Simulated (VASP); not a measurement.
# Al (Im-3m) in VASP: a series of runs, part 2 of 2

VASP 6.6.1. The steps go on from the part before.

## Step 4: Relaxation of cell and atoms, PBEsol, target pressure 20 GPa, at which the enthalpy is minimised

INCAR

```
ALGO = Normal ; EDIFF = 1E-7
EDIFFG = -0.01 ; ENCUT = 500
GGA = PS ; GGA_COMPAT = F
IBRION = 2 ; ISIF = 3
ISMEAR = -1 ; LASPH = T
LCHARG = F ; LREAL = F
LWAVE = F ; NELM = 120
NELMIN = 4 ; NSW = 60
PREC = Accurate ; PSTRESS = 200.0
SIGMA = 0.05
```

KPOINTS

```
k-points
0
Gamma
  20 20 20
```

POSCAR

```
Al
1.0
   -1.6050000000      1.6050000000      1.6050000000
    1.6050000000     -1.6050000000      1.6050000000
    1.6050000000      1.6050000000     -1.6050000000
Al
1
Direct
    0.0000000000      0.0000000000      0.0000000000
```

Potentials or basis: VASP PAW PBE potentials, release 64 (Al).

Command:

```sh
> cat potpaw_PBE.64/Al/POTCAR > POTCAR
> mpirun -np 1 vasp_std > vasp.out
```

OUTCAR:

```text
EDIFF = 1E-7
   EDIFFG = -0.01
   ENCUT = 500
   GGA = PS
   IBRION = 2
   ISIF = 3
   ISMEAR = -1
   LASPH = T
   LREAL = F
   NELM = 120
   NELMIN = 4
   NSW = 60
   PREC = Accurate
   PSTRESS = 200.0

 ion  position               nearest neighbor table
   1  0.000  0.000  0.000-

  LATTYP: Found a body centered cubic cell.
 ALAT       =     3.2100000000

  Lattice vectors:

 A1 = (  -1.6050000000,   1.6050000000,   1.6050000000)
 A2 = (   1.6050000000,  -1.6050000000,   1.6050000000)
 A3 = (   1.6050000000,   1.6050000000,  -1.6050000000)

Analysis of symmetry for initial positions (statically):
=====================================================================
 Subroutine PRICEL returns:
 Original cell was already a primitive cell.

 Routine SETGRP: Setting up the symmetry group for a
 body centered cubic supercell.

 Subroutine GETGRP returns: Found 48 space group operations
 (whereof 48 operations were pure point group operations)
 out of a pool of 48 trial point group operations.

The static configuration has the point symmetry O_h .

Analysis of symmetry for dynamics (positions and initial velocities):
=====================================================================
 Subroutine PRICEL returns:
 Original cell was already a primitive cell.

 Routine SETGRP: Setting up the symmetry group for a
 body centered cubic supercell.

 Subroutine GETGRP returns: Found 48 space group operations
 (whereof 48 operations were pure point group operations)
 out of a pool of 48 trial point group operations.

The dynamic configuration has the point symmetry O_h .

 Subroutine INISYM returns: Found 48 space group operations
 (whereof 48 operations are pure point group operations),
 and found     1 'primitive' translations

----------------------------------------------------------------------------------------

                                     Primitive cell

  volume of cell :      16.5381

  direct lattice vectors                    reciprocal lattice vectors
    -1.605000000  1.605000000  1.605000000     0.000000000  0.311526480  0.311526480
     1.605000000 -1.605000000  1.605000000     0.311526480  0.000000000  0.311526480
     1.605000000  1.605000000 -1.605000000     0.311526480  0.311526480  0.000000000

  length of vectors
     2.779941546  2.779941546  2.779941546     0.440564973  0.440564973  0.440564973

  position of ions in fractional coordinates (direct lattice)
     0.000000000  0.000000000  0.000000000

  ion indices of the primitive-cell ions
   primitive index   ion index
                 1           1

----------------------------------------------------------------------------------------

 KPOINTS: k-points

Automatic generation of k-mesh.
 Grid dimensions read from file:
 generate k-points for:   20   20   20

 Generating k-lattice:

  Cartesian coordinates                     Fractional coordinates (reciprocal lattice)
     0.000000000  0.015576324  0.015576324     0.050000000  0.000000000  0.000000000
     0.015576324  0.000000000  0.015576324     0.000000000  0.050000000  0.000000000
     0.015576324  0.015576324  0.000000000     0.000000000  0.000000000  0.050000000

  Length of vectors
     0.022028249  0.022028249  0.022028249

  Shift w.r.t. Gamma in fractional coordinates (k-lattice)
     0.000000000  0.000000000  0.000000000

 Subroutine IBZKPT returns following result:
 ===========================================

 Found    256 irreducible k-points:

 Following reciprocal coordinates:
            Coordinates               Weight
  0.000000  0.000000  0.000000      1.000000
  0.050000  0.000000  0.000000     12.000000
  0.100000  0.000000  0.000000     12.000000
  0.150000  0.000000  0.000000     12.000000
  0.200000  0.000000  0.000000     12.000000
  0.250000  0.000000  0.000000     12.000000
[... 16 lines left out ...]
  0.200000  0.100000  0.000000     48.000000
  0.250000  0.100000  0.000000     48.000000
 [... further k-points ...]
   k-points           NKPTS =    256   k-points in BZ     NKDIM =    256   number of bands    NBANDS=      5
   number of dos      NEDOS =    301   number of ions     NIONS =      1
   total plane-waves  NPLWV =   8000
   dimension x,y,z NGX =    20 NGY =   20 NGZ =   20
   dimension x,y,z NGXF=    40 NGYF=   40 NGZF=   40
   ions per type =               1
   NGX,Y,Z   is equivalent  to a cutoff of  11.96, 11.96, 11.96 a.u.
   NGXF,Y,Z  is equivalent  to a cutoff of  23.92, 23.92, 23.92 a.u.
 SYSTEM =  unknown system
   PREC   = accura    normal or accurate (medium, high low for compatibility)
   ISTART =      0    job   : 0-new  1-cont  2-samecut
   ICHARG =      2    charge: 1-file 2-atom 10-const
   ISPIN  =      1    spin polarized calculation?
   LNONCOLLINEAR =      F non collinear calculations
   LSORBIT =      F    spin-orbit coupling
   LASPH  =      T    aspherical Exc in radial PAW
   ENCUT  =  500.0 eV  36.75 Ry    6.06 a.u.   5.07  5.07  5.07*2*pi/ulx,y,z
   NELM   =    120;   NELMIN=  4; NELMDL= -5     # of ELM steps
   EDIFF  = 0.1E-06   stopping-criterion for ELM
   LREAL  =      F    real-space projection
   EDIFFG = -.1E-01   stopping-criterion for IOM
   NSW    =     60    number of steps for IOM
   IBRION =      2    ionic relax: 0-MD 1-quasi-New 2-CG
   NFREE  =      1    steps in history (QN), initial steepest desc. (CG)
   ISIF   =      3    stress and relaxation
   ISYM   =      2    0-nonsym 1-usesym 2-fastsym
   POTIM  = 0.5000    time-step for ionic-motion
   TEBEG  =    0.0;   TEEND  =   0.0 temperature during run
   PSTRESS=  200.0 pullay stress
   NELECT =       3.0000    total number of electrons
   NUPDOWN=      -1.0000    fix difference up-down
   EMIN   =  10.00;   EMAX   =-10.00  energy-range for DOS
   EFERMI =   0.00;   METHOD = LEGACY
   ISMEAR =    -1;   SIGMA  =   0.05  broadening in eV -4-tet -1-fermi 0-gaus
   EFERMI_NEDOS =   21; number of points for ismear=-14 and -15
   IALGO  =     38    algorithm
   IMIX   =      4    mixing-type and parameters
     AMIX     =   0.40;   BMIX     =  1.00
     AMIX_MAG =   1.60;   BMIX_MAG =  1.00
  volume/ion in A,a.u.               =      16.54       111.60
  Fermi-wavevector in a.u.,A,eV,Ry     =   0.926731  1.751267 11.685089  0.858830
  Thomas-Fermi vector in A             =   2.052725
   LORBIT       =      0    0 simple, 1 ext, 2 COOP (PROOUT), +10 PAW based schemes
   GGA     = PS    functional components
   LHFCALC =     F    Hartree Fock is set to
   AEXX    =    0.0000 exact exchange contribution
   IVDW    =     0    specifies the selected vdW correction
   LEPSILON=     F    determine dielectric tensor
   LRPA    =     F    only Hartree local field effects (RPA)
 conjugate gradient relaxation of ions
 non-spin polarized calculation
  energy-cutoff  :      500.00
  volume of cell :       16.54
 maximum number of plane-waves:       431
   NGX = 11   NGY = 11   NGZ = 11

--------------------------------------- Ionic step        1  -------------------------------------------

 number of electron       3.0000000 magnetization

 Free energy of the ion-electron system (eV)
  ---------------------------------------------------
  ext. energy  EPLUGINS =         0.00000000
  ---------------------------------------------------
  free energy    TOTEN  =        -3.99491110 eV

  energy without entropy =       -3.99130500  energy(sigma->0) =       -3.99310805

------------------------ aborting loop because EDIFF is reached ----------------------------------------

  FORCE on cell =-STRESS in cart. coord.  units (eV):
  Direction    XX          YY          ZZ          XY          YZ          ZX
  --------------------------------------------------------------------------------------
  -------------------------------------------------------------------------------------
  Total        0.0273827      0.0273827      0.0273827     -0.0000000     -0.0000000     -0.0000000
  in kB        2.6527816      2.6527816      2.6527816     -0.0000000     -0.0000000     -0.0000000
  external PRESSURE =    -197.3472184 kB  Pullay stress =     200.0000000 kB
[... 24 lines left out ...]
--------------------------------------- Ionic step        2  -------------------------------------------

 number of electron       3.0000000 magnetization

 E-fermi :  11.5893     XC(G=0): -11.4436

 val. band max:       11.5428665250   @ k =  -0.4000   0.4000   0.2000
 cond. band min:      11.6249085961   @ k =   0.3000   0.1000   0.0500
 fundamental gap:      0.0820420711
 Fermi energy:        11.5892754148

 k-point     1 :       0.0000    0.0000    0.0000
  band No.  band energies     occupation
      1      -1.8606      2.00000
      2      26.8382      0.00000
      3      26.8382      0.00000
      4      26.8382      0.00000
      5      31.4827      0.00000
[... 331 lines left out ...]
--------------------------------------- Ionic step        6  -------------------------------------------

 number of electron       3.0000000 magnetization

 Free energy of the ion-electron system (eV)
  ---------------------------------------------------
  ext. energy  EPLUGINS =         0.00000000
  ---------------------------------------------------
  free energy    TOTEN  =        -3.84567066 eV

  energy without entropy =       -3.84157099  energy(sigma->0) =       -3.84362082

 E-fermi :   9.9686     XC(G=0): -10.9341

 val. band max:        9.9418518015   @ k =  -0.4000  -0.4000   0.1500
 cond. band min:       9.9798060479   @ k =  -0.3000   0.5000   0.1000
 fundamental gap:      0.0379542464
 Fermi energy:         9.9685921566

 k-point     1 :       0.0000    0.0000    0.0000
  band No.  band energies     occupation
      1      -2.4727      2.00000
      2      24.3340      0.00000
      3      24.3340      0.00000
      4      24.3340      0.00000
      5      27.4932      0.00000
[... 216 lines left out ...]
  energy  without entropy=       -3.8415709894  energy(sigma->0) =       -3.84362082

  enthalpy is  TOTEN    =        -2.1239328021 eV   P V=        1.7217378582

 reached required accuracy - stopping structural energy minimisation
```

OSZICAR:

```text
N       E                     dE             d eps       ncg     rms          rms(c)
DAV:   1    -0.204393105573E+01   -0.20439E+01   -0.83359E+02  2720   0.314E+02
DAV:   2    -0.400903960516E+01   -0.19651E+01   -0.17901E+01  3245   0.295E+01
DAV:   3    -0.402421349435E+01   -0.15174E-01   -0.15127E-01  3545   0.310E+00
[... 37 lines left out ...]
   5 F= -.21239282E+01 E0= -.21218762E+01  d E =-.397103E-05
       N       E                     dE             d eps       ncg     rms          rms(c)
DAV:   1    -0.384567067120E+01    0.14794E-02   -0.33193E-05  3295   0.388E-02    0.555E-03
DAV:   2    -0.384567061524E+01    0.55963E-07   -0.21800E-07  3090   0.435E-03    0.194E-03
DAV:   3    -0.384567062767E+01   -0.12437E-07   -0.26402E-08  1695   0.107E-03    0.513E-04
DAV:   4    -0.384567066034E+01   -0.32663E-07   -0.50343E-09  1385   0.544E-04
   6 F= -.21239328E+01 E0= -.21218830E+01  d E =-.858718E-05
```

CONTCAR:

```text
Al
   1.00000000000000
    -1.5107613817033863    1.5107613817033863    1.5107613817033863
     1.5107613817033863   -1.5107613817033863    1.5107613817033863
     1.5107613817033863    1.5107613817033863   -1.5107613817033863
  Al
     1
Direct
     0.0000000000000000    0.0000000000000000    0.0000000000000000

  0.00000000E+00  0.00000000E+00  0.00000000E+00
```

Run time: 26 s. Hardware: 1 thread of AMD EPYC 9R45 (Zen 5), shared host; peak memory 0.1 GiB.

Results:

```yaml
Free_energy: -3.8457 eV
Relaxed_volume: 13.79 Å³/atom
Relaxed_cell: a = 2.617 Å, b = 2.617 Å, c = 2.617 Å, α = 109.47°, β = 109.47°, γ = 109.47°
Space_group_after_relaxing_to_0.1_Å: Im-3m (No. 229)
Energy_change_on_relaxing_the_run_minimises_the_enthalpy: +149.2 meV/atom
Ionic_steps: 6
Pressure_after_relaxing: 20.0 GPa
Band_gap_on_the_k_mesh: zero (an odd number of electrons rules out a gap without spin polarisation)
```

Step by step:
| step | energy change (eV) | largest force (eV/Å) | pressure (GPa) | volume (Å³) |
| --- | --- | --- | --- | --- |
| 1 | 0.0000 | 0.0000 | 0.27 | 16.54 |
| 2 | 0.4717 | 0.0000 | 44.44 | 12.13 |
| 3 | 0.1449 | 0.0000 | 19.63 | 13.83 |
| 4 | 0.1512 | 0.0000 | 20.18 | 13.78 |
| 5 | 0.1478 | 0.0000 | 19.88 | 13.80 |
| 6 | 0.1492 | 0.0000 | 20.01 | 13.79 |

Final structure:
```cif
data_structure
_symmetry_space_group_name_H-M 'P 1'
_symmetry_Int_Tables_number 1
_cell_length_a 2.6167
_cell_length_b 2.6167
_cell_length_c 2.6167
_cell_angle_alpha 109.471
_cell_angle_beta 109.471
_cell_angle_gamma 109.471
_cell_volume 13.79
loop_
_atom_site_label
_atom_site_type_symbol
_atom_site_fract_x
_atom_site_fract_y
_atom_site_fract_z
_atom_site_occupancy
Al1 Al 0.00000 0.00000 0.00000 1
```

Levels at points of the mesh, in eV from the Fermi level:
```tsv
k point	band 1	band 2	band 3	band 4	band 5
(0.00, 0.00, 0.00)	-12.44	14.37	14.37	14.37	17.52
(0.50, 0.00, 0.00)	-5.02	-4.09	8.67	9.63	11.27
(0.50, 0.50, 0.50)	2.21	2.21	2.21	2.65	2.65
```

Caveat: the cell is relaxed towards a set pressure, so the run minimises the enthalpy, not the energy; the volume moved by over 15 % at a fixed basis, so the end points are rough; the PAW data sets were made with another functional, which shifts forces and pressure a little.

## Step 5: Summary

| cell | gap on the mesh (eV) | pressure (GPa) |
| --- | --- | --- |
| relaxed to 5 GPa | none | 5.0 |
| relaxed to 10 GPa | none | 10.0 |
| relaxed to 20 GPa | none | 20.0 |

Alike in all rows: task relaxation of cell and atoms; level PBEsol; potentials or basis VASP PAW PBE potentials, release 64 (Al); no spin polarisation; k mesh 20 × 20 × 20; cutoff (eV) 500; smearing fermi-dirac 0.05 eV.

Caveats: the cell is relaxed towards a set pressure, so the run minimises the enthalpy, not the energy; the PAW data sets were made with another functional, which shifts forces and pressure a little; the volume moved by over 15 % at a fixed basis, so the end points are rough (at least some runs).

Absolute energies hang on the potentials; compare differences alone.
